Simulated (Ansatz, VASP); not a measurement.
**Two plane-wave programs on AlO5**

```
CELL_PARAMETERS angstrom
2.63098 1.51900 2.37854
-2.63098 1.51900 2.37854
0.00000 -3.03799 2.37854
ATOMIC_POSITIONS crystal
Al 0.50000 0.50000 0.50000
O 0.50000 0.50000 0.00000
O 0.00000 0.50000 0.50000
O 0.50000 0.00000 0.50000
O 0.80523 0.80523 0.80523
O 0.19477 0.19477 0.19477
```

Alike in both runs: functional PBE; k mesh 12 × 12 × 12; occupations gaussian, width 0.1 eV; collinear spin.

Ansatz relaxed the structure, and its values are those at the end. VASP's run is a single point on that final structure, the one shown.

```csv
,VASP,Ansatz
version,VASP 6.6.1,Ansatz 0.2.0
potentials or method,"VASP PAW PBE potentials, release 64 (Al, O), cutoff 520 eV","scalar-relativistic, plane waves, PAW"
valence electrons in the cell,33,33
```

```tsv
	VASP	Ansatz	Ansatz less VASP
gap on the k mesh at the Fermi level (eV)	none	none	-
pressure (GPa)	-0.1	0.0	+0.11
rms of the force components (eV/Å)	0.015	0.002	-0.0132
net moment per atom (μB)	0.17	0.17	0.000
size of the moment on the site where the two differ most (μB)	0.07	0.07	+0.002
```

Site moments also hang on the region over which each program counts them. A gap of «none» marks a metal or a gap that the smearing closes.
